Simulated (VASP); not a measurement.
# BiSe3 (Pm-3m) in VASP: further runs

BiSe3 is run at these levels: PBE; tasks: relaxation of cell and atoms, single point.

Everything below comes from runs of VASP 6.6.1. Logs are shortened: lines on timing, memory, paths and dates and some standing lists are left out, and cuts for length are marked.

## Step 1: The cell of the first run

It takes space group Pm-3m (No. 221, cubic). Conventional cell: a = 4.832 Å, b = 4.832 Å, c = 4.832 Å, α = 90.00°, β = 90.00°, γ = 90.00°. Within 4.5 Å of Bi (site symmetry m-3m) lie 12 Se at 3.42 Å. Within 4.5 Å of Se (site symmetry 4/mmm) lie 4 Bi at 3.42 Å and 8 Se at 3.42 Å.

## Step 2: Relaxation of cell and atoms, PBE

Contents of INCAR:

```
SYSTEM = BiSe3
PREC = Accurate
ENCUT = 600
EDIFF = 1E-6
ISMEAR = 0
SIGMA = 0.1
LREAL = .FALSE.
LASPH = .TRUE.
NELM = 80
ALGO = Normal
ISIF = 3
LWAVE = .FALSE.
LCHARG = .FALSE.
GGA = PE
IBRION = 2
NSW = 90
EDIFFG = -0.04
```

Contents of KPOINTS:

```
Automatic mesh
0
G
  4 4 4
  0 0 0
```

Contents of POSCAR:

```
BiSe3
1.0
    4.8318746400      0.0000000000      0.0000000000
    0.0000000000      4.8318746400      0.0000000000
    0.0000000000      0.0000000000      4.8318746400
Bi Se
1 3
Direct
    0.0000000000      0.0000000000      0.0000000000
    0.0000000000      0.5000000000      0.5000000000
    0.5000000000      0.0000000000      0.5000000000
    0.5000000000      0.5000000000      0.0000000000
```

Potentials or basis: VASP PAW PBE potentials, release 64 (Bi_d, Se).

On the command line:

```
> cat potpaw_PBE.64/Bi_d/POTCAR potpaw_PBE.64/Se/POTCAR > POTCAR
> mpirun -np 1 vasp_std > vasp.out
```

OUTCAR:

```text
SYSTEM = BiSe3
   PREC = Accurate
   ENCUT = 600
   EDIFF = 1E-6
   ISMEAR = 0
   LREAL = .FALSE.
   LASPH = .TRUE.
   NELM = 80
   ISIF = 3
   GGA = PE
   IBRION = 2
   NSW = 90
   EDIFFG = -0.04

 ion  position               nearest neighbor table
   1  0.000  0.000  0.000-
   2  0.000  0.500  0.500-
   3  0.500  0.000  0.500-
   4  0.500  0.500  0.000-

  LATTYP: Found a simple cubic cell.
 ALAT       =     4.8318746400

  Lattice vectors:

 A1 = (   4.8318746400,   0.0000000000,   0.0000000000)
 A2 = (   0.0000000000,   4.8318746400,   0.0000000000)
 A3 = (   0.0000000000,   0.0000000000,   4.8318746400)

Analysis of symmetry for initial positions (statically):
=====================================================================
 Subroutine PRICEL returns:
 Original cell was already a primitive cell.

 Routine SETGRP: Setting up the symmetry group for a
 simple cubic supercell.

 Subroutine GETGRP returns: Found 48 space group operations
 (whereof 48 operations were pure point group operations)
 out of a pool of 48 trial point group operations.

The static configuration has the point symmetry O_h .

Analysis of symmetry for dynamics (positions and initial velocities):
=====================================================================
 Subroutine PRICEL returns:
 Original cell was already a primitive cell.

 Routine SETGRP: Setting up the symmetry group for a
 simple cubic supercell.

 Subroutine GETGRP returns: Found 48 space group operations
 (whereof 48 operations were pure point group operations)
 out of a pool of 48 trial point group operations.

The dynamic configuration has the point symmetry O_h .

 Subroutine INISYM returns: Found 48 space group operations
 (whereof 48 operations are pure point group operations),
 and found     1 'primitive' translations

----------------------------------------------------------------------------------------

                                     Primitive cell

  volume of cell :     112.8098

  direct lattice vectors                    reciprocal lattice vectors
     4.831874640  0.000000000  0.000000000     0.206959012  0.000000000  0.000000000
     0.000000000  4.831874640  0.000000000     0.000000000  0.206959012  0.000000000
     0.000000000  0.000000000  4.831874640     0.000000000  0.000000000  0.206959012

  length of vectors
     4.831874640  4.831874640  4.831874640     0.206959012  0.206959012  0.206959012

  position of ions in fractional coordinates (direct lattice)
     0.000000000  0.000000000  0.000000000
     0.000000000  0.500000000  0.500000000
     0.500000000  0.000000000  0.500000000
     0.500000000  0.500000000  0.000000000

  ion indices of the primitive-cell ions
   primitive index   ion index
                 1           1
                 2           2
                 3           3
                 4           4

----------------------------------------------------------------------------------------

 KPOINTS: Automatic mesh

Automatic generation of k-mesh.
 Grid dimensions read from file:
 generate k-points for:    4    4    4

 Generating k-lattice:

  Cartesian coordinates                     Fractional coordinates (reciprocal lattice)
     0.051739753  0.000000000  0.000000000     0.250000000  0.000000000  0.000000000
     0.000000000  0.051739753  0.000000000     0.000000000  0.250000000  0.000000000
     0.000000000  0.000000000  0.051739753     0.000000000  0.000000000  0.250000000

  Length of vectors
     0.051739753  0.051739753  0.051739753

  Shift w.r.t. Gamma in fractional coordinates (k-lattice)
     0.000000000  0.000000000  0.000000000

 Subroutine IBZKPT returns following result:
 ===========================================

 Found     10 irreducible k-points:

 Following reciprocal coordinates:
            Coordinates               Weight
  0.000000  0.000000  0.000000      1.000000
  0.250000  0.000000  0.000000      6.000000
  0.500000  0.000000  0.000000      3.000000
  0.250000  0.250000  0.000000     12.000000
  0.500000  0.250000  0.000000     12.000000
  0.500000  0.500000  0.000000      3.000000
  0.250000  0.250000  0.250000      8.000000
  0.500000  0.250000  0.250000     12.000000
  0.500000  0.500000  0.250000      6.000000
  0.500000  0.500000  0.500000      1.000000
   k-points           NKPTS =     10   k-points in BZ     NKDIM =     10   number of bands    NBANDS=     20
   number of dos      NEDOS =    301   number of ions     NIONS =      4
   total plane-waves  NPLWV =  64000
   dimension x,y,z NGX =    40 NGY =   40 NGZ =   40
   dimension x,y,z NGXF=    80 NGYF=   80 NGZF=   80
   ions per type =               1   3
   NGX,Y,Z   is equivalent  to a cutoff of  13.76, 13.76, 13.76 a.u.
   NGXF,Y,Z  is equivalent  to a cutoff of  27.52, 27.52, 27.52 a.u.
 SYSTEM =  BiSe3
   PREC   = accura    normal or accurate (medium, high low for compatibility)
   ISTART =      0    job   : 0-new  1-cont  2-samecut
   ICHARG =      2    charge: 1-file 2-atom 10-const
   ISPIN  =      1    spin polarized calculation?
   LNONCOLLINEAR =      F non collinear calculations
   LSORBIT =      F    spin-orbit coupling
   LASPH  =      T    aspherical Exc in radial PAW
   ENCUT  =  600.0 eV  44.10 Ry    6.64 a.u.   9.65  9.65  9.65*2*pi/ulx,y,z
   NELM   =     80;   NELMIN=  2; NELMDL= -5     # of ELM steps
   EDIFF  = 0.1E-05   stopping-criterion for ELM
   LREAL  =      F    real-space projection
   EDIFFG = -.4E-01   stopping-criterion for IOM
   NSW    =     90    number of steps for IOM
   IBRION =      2    ionic relax: 0-MD 1-quasi-New 2-CG
   NFREE  =      1    steps in history (QN), initial steepest desc. (CG)
   ISIF   =      3    stress and relaxation
   ISYM   =      2    0-nonsym 1-usesym 2-fastsym
   POTIM  = 0.5000    time-step for ionic-motion
   TEBEG  =    0.0;   TEEND  =   0.0 temperature during run
   PSTRESS=    0.0 pullay stress
   NELECT =      33.0000    total number of electrons
   NUPDOWN=      -1.0000    fix difference up-down
   EMIN   =  10.00;   EMAX   =-10.00  energy-range for DOS
   EFERMI =   0.00;   METHOD = LEGACY
   ISMEAR =     0;   SIGMA  =   0.10  broadening in eV -4-tet -1-fermi 0-gaus
   EFERMI_NEDOS =   21; number of points for ismear=-14 and -15
   IALGO  =     38    algorithm
   IMIX   =      4    mixing-type and parameters
     AMIX     =   0.40;   BMIX     =  1.00
     AMIX_MAG =   1.60;   BMIX_MAG =  1.00
  volume/ion in A,a.u.               =      28.20       190.32
  Fermi-wavevector in a.u.,A,eV,Ry     =   1.086752  2.053664 16.068890  1.181030
  Thomas-Fermi vector in A             =   2.222896
   LORBIT       =      0    0 simple, 1 ext, 2 COOP (PROOUT), +10 PAW based schemes
   GGA     = PE    functional components
   LHFCALC =     F    Hartree Fock is set to
   AEXX    =    0.0000 exact exchange contribution
   IVDW    =     0    specifies the selected vdW correction
   LEPSILON=     F    determine dielectric tensor
   LRPA    =     F    only Hartree local field effects (RPA)
 conjugate gradient relaxation of ions
 non-spin polarized calculation
 Gauss-broadening in eV      SIGMA  =   0.10
  energy-cutoff  :      600.00
  volume of cell :      112.81
 maximum number of plane-waves:      3840
 NGX is ok and might be reduce to    40
   NGX = 19   NGY = 19   NGZ = 19

--------------------------------------- Ionic step        1  -------------------------------------------

 number of electron      33.0000003 magnetization

 Free energy of the ion-electron system (eV)
  ---------------------------------------------------
  ext. energy  EPLUGINS =         0.00000000
  ---------------------------------------------------
  free energy    TOTEN  =       -12.28663968 eV

  energy without entropy =      -12.26003526  energy(sigma->0) =      -12.27333747

 E-fermi :   3.8747     XC(G=0):  -9.5437

 val. band max:        3.8452707802   @ k =   0.2500   0.0000   0.0000
 cond. band min:       3.9055468084   @ k =   0.0000   0.0000   0.0000
 fundamental gap:      0.0602760283
 Fermi energy:         3.8746927125

 k-point     1 :       0.0000    0.0000    0.0000
  band No.  band energies     occupation
      1     -19.4673      2.00000
      2     -19.4673      2.00000
      3     -19.4595      2.00000
      4     -19.4595      2.00000
      5     -19.4595      2.00000
      6      -9.9292      2.00000
[... 12 lines left out ...]
     19       6.9750      0.00000
     20       6.9750      0.00000

 k-point     2 :       0.2500    0.0000    0.0000
  band No.  band energies     occupation
      1     -19.4671      2.00000
      2     -19.4655      2.00000
      3     -19.4602      2.00000
      4     -19.4602      2.00000
      5     -19.4595      2.00000
      6      -9.6515      2.00000
[... 12 lines left out ...]
     19       5.4305      0.00000
     20       6.3173      0.00000
[... 225 lines left out ...]
  FORCE on cell =-STRESS in cart. coord.  units (eV):
  Direction    XX          YY          ZZ          XY          YZ          ZX
  --------------------------------------------------------------------------------------
  -------------------------------------------------------------------------------------
  Total        0.7334433      0.7334433      0.7334433     -0.0000000      0.0000000     -0.0000000
  in kB       12.6872878     12.6872878     12.6872878     -0.0000000      0.0000000     -0.0000000
  external PRESSURE =      12.6872878 kB  Pullay stress =       0.0000000 kB

 VOLUME and BASIS-vectors are now :
 -----------------------------------------------------------------------------
  energy-cutoff  :      600.00
  volume of cell :       92.62
      direct lattice vectors                 reciprocal lattice vectors
     4.524488117  0.000000000  0.000000000     0.221019478 -0.000000000 -0.000000000
     0.000000000  4.524488117 -0.000000000    -0.000000000  0.221019478 -0.000000000
     0.000000000  0.000000000  4.524488117    -0.000000000  0.000000000  0.221019478

 POSITION                                       TOTAL-FORCE (eV/Angst)
 -----------------------------------------------------------------------------------
      0.00000      0.00000      0.00000        -0.000000     -0.000000      0.000000
      0.00000      2.26224      2.26224         0.000000      0.000000      0.000000
      2.26224      0.00000      2.26224         0.000000      0.000000      0.000000
      2.26224      2.26224     -0.00000         0.000000     -0.000000      0.000000
 -----------------------------------------------------------------------------------
    total drift:                                0.000000     -0.000000     -0.000000

  FREE ENERGIE OF THE ION-ELECTRON SYSTEM (eV)
  ---------------------------------------------------
  free  energy   TOTEN  =       -12.7906595043 eV

  energy  without entropy=      -12.7670907644  energy(sigma->0) =      -12.77887513

--------------------------------------- Ionic step        3  -------------------------------------------

 number of electron      33.0000004 magnetization

 Free energy of the ion-electron system (eV)
  ---------------------------------------------------
  ext. energy  EPLUGINS =         0.00000000
  ---------------------------------------------------
  free energy    TOTEN  =       -12.79741821 eV

  energy without entropy =      -12.77403815  energy(sigma->0) =      -12.78572818

 E-fermi :   5.8170     XC(G=0): -10.3609

 val. band max:        5.7919361884   @ k =   0.2500   0.0000   0.0000
 cond. band min:       5.8842322211   @ k =   0.5000   0.2500   0.2500
 fundamental gap:      0.0922960327
 Fermi energy:         5.8170170113

 k-point     1 :       0.0000    0.0000    0.0000
  band No.  band energies     occupation
      1     -17.4058      2.00000
      2     -17.4058      2.00000
      3     -17.3934      2.00000
      4     -17.3934      2.00000
      5     -17.3934      2.00000
      6      -9.2033      2.00000
[... 12 lines left out ...]
     19       9.8927      0.00000
     20       9.8927      0.00000

 k-point     2 :       0.2500    0.0000    0.0000
  band No.  band energies     occupation
      1     -17.4050      2.00000
      2     -17.4011      2.00000
      3     -17.3953      2.00000
      4     -17.3953      2.00000
      5     -17.3933      2.00000
      6      -8.8388      2.00000
[... 12 lines left out ...]
     19       8.0245      0.00000
     20       8.9394      0.00000
[... 187 lines left out ...]
  FORCE on cell =-STRESS in cart. coord.  units (eV):
  Direction    XX          YY          ZZ          XY          YZ          ZX
  --------------------------------------------------------------------------------------
  -------------------------------------------------------------------------------------
  Total        0.0016723      0.0016723      0.0016723      0.0000000      0.0000000     -0.0000000
  in kB        0.0283950      0.0283950      0.0283950      0.0000000      0.0000000     -0.0000000
  external PRESSURE =       0.0283950 kB  Pullay stress =       0.0000000 kB

 VOLUME and BASIS-vectors are now :
 -----------------------------------------------------------------------------
  energy-cutoff  :      600.00
  volume of cell :       94.36
      direct lattice vectors                 reciprocal lattice vectors
     4.552574836  0.000000000  0.000000000     0.219655917 -0.000000000 -0.000000000
     0.000000000  4.552574836 -0.000000000    -0.000000000  0.219655917 -0.000000000
     0.000000000  0.000000000  4.552574836    -0.000000000  0.000000000  0.219655917

 POSITION                                       TOTAL-FORCE (eV/Angst)
 -----------------------------------------------------------------------------------
      0.00000      0.00000      0.00000        -0.000000     -0.000000      0.000000
      0.00000      2.27629      2.27629         0.000000      0.000000      0.000000
      2.27629      0.00000      2.27629         0.000000      0.000000      0.000000
      2.27629      2.27629     -0.00000         0.000000     -0.000000      0.000000
 -----------------------------------------------------------------------------------
    total drift:                                0.000000     -0.000000     -0.000000

  FREE ENERGIE OF THE ION-ELECTRON SYSTEM (eV)
  ---------------------------------------------------
  free  energy   TOTEN  =       -12.7974182108 eV

  energy  without entropy=      -12.7740381532  energy(sigma->0) =      -12.78572818

 reached required accuracy - stopping structural energy minimisation
```

Run time: 51 s. Hardware: 1 thread of Intel Xeon Platinum 8488C (Sapphire Rapids), shared host; peak memory 0.25 GiB.

Results:

| Quantity | Value |
| --- | --- |
| Free energy | -12.7974 eV |
| Relaxed volume | 23.59 Å³/atom |
| Relaxed cell | a = 4.553 Å, b = 4.553 Å, c = 4.553 Å, α = 90.00°, β = 90.00°, γ = 90.00° |
| Space group after relaxing (to 0.05 Å) | Pm-3m (No. 221) |
| Energy gained by relaxing | 127.7 meV/atom |
| Ionic steps | 3 |
| Pressure after relaxing | 0.0 GPa |

The path:
| step | energy change (eV) | largest force (eV/Å) | pressure (GPa) | volume (Å³) |
| --- | --- | --- | --- | --- |
| 1 | 0.0000 | 0.0000 | -7.49 | 112.81 |
| 2 | -0.5040 | 0.0000 | 1.27 | 92.62 |
| 3 | -0.5108 | 0.0000 | 0.00 | 94.36 |

Final structure:
```
Bi Se
1.0
     4.55257    0.00000    0.00000
     0.00000    4.55257    0.00000
     0.00000    0.00000    4.55257
Bi Se
1 3
Direct
  0.00000 0.00000 0.00000
  0.00000 0.50000 0.50000
  0.50000 0.00000 0.50000
  0.50000 0.50000 0.00000
```

Levels at points of the mesh, in eV from the Fermi level:
| k point | band 15 | band 16 | band 17 | band 18 | band 19 | band 20 |
| --- | --- | --- | --- | --- | --- | --- |
| (0.00, 0.00, 0.00) | -1.07 | 0.08 | 0.08 | 0.08 | 4.08 | 4.08 |
| (0.50, 0.00, 0.00) | -1.76 | -1.03 | -0.14 | 0.39 | 0.39 | 2.18 |
| (0.50, 0.50, 0.00) | -2.16 | -2.07 | -0.46 | 1.06 | 1.16 | 3.20 |
| (0.50, 0.50, 0.50) | 1.07 | 1.07 | 1.27 | 1.27 | 4.20 | 4.20 |

Caveat: the volume moved by over 15 % at a fixed basis, so the end points are rough; spin-orbit coupling is left out, which moves the levels of the heavy elements.

## Step 3: Single point, PBE

This run uses another cell than the first one, of 23.41 Å³/atom, 0.830 times its volume.

Contents of INCAR:

```
PREC = Accurate
ENCUT = 520
EDIFF = 1E-6
ISMEAR = 0
SIGMA = 0.1
LREAL = False
LASPH = True
NELM = 60
ALGO = Normal
ISIF = 2
LWAVE = False
LCHARG = False
GGA = PE
NBANDS = 24
```

Contents of KPOINTS:

```
regular mesh
0
Gamma
  10 10 10
```

Contents of POSCAR:

```
BiSe3
1.0
    4.5411039932      0.0000000000      0.0000000000
    0.0000000000      4.5411039932      0.0000000000
    0.0000000000      0.0000000000      4.5411039932
Bi Se
1 3
Direct
    0.0000000000      0.0000000000      0.0000000000
    0.0000000000      0.5000000000      0.5000000000
    0.5000000000      0.0000000000      0.5000000000
    0.5000000000      0.5000000000      0.0000000000
```

Potentials or basis: VASP PAW PBE potentials, release 64 (Bi_d, Se).

On the command line:

```
> cat potpaw_PBE.64/Bi_d/POTCAR potpaw_PBE.64/Se/POTCAR > POTCAR
> mpirun -np 1 vasp_std > vasp.out
```

It took 70 s on 1 thread of Intel Xeon Platinum 8488C (Sapphire Rapids), shared host; peak memory 0.27 GiB.

The run converged. Its results:

```yaml
Free_energy: -12.8217 eV
Pressure: 0.0 GPa
```

Levels at points of the mesh, in eV from the Fermi level:
```tsv
k point	band 14	band 15	band 16	band 17	band 18	band 19	band 20	band 21
(0.00, 0.00, 0.00)	-1.19	-1.19	0.02	0.02	0.02	3.97	3.97	3.97
(0.50, 0.00, 0.00)	-2.22	-1.78	-1.13	-0.30	0.34	0.34	2.04	2.04
(0.50, 0.50, 0.00)	-2.29	-2.29	-2.10	-0.65	0.96	1.16	3.09	3.09
(0.50, 0.50, 0.50)	0.98	0.98	0.98	1.29	1.29	4.09	4.09	4.09
```

Caveat: spin-orbit coupling is left out, which moves the levels of the heavy elements.

(Continued in part 2 of 2.)
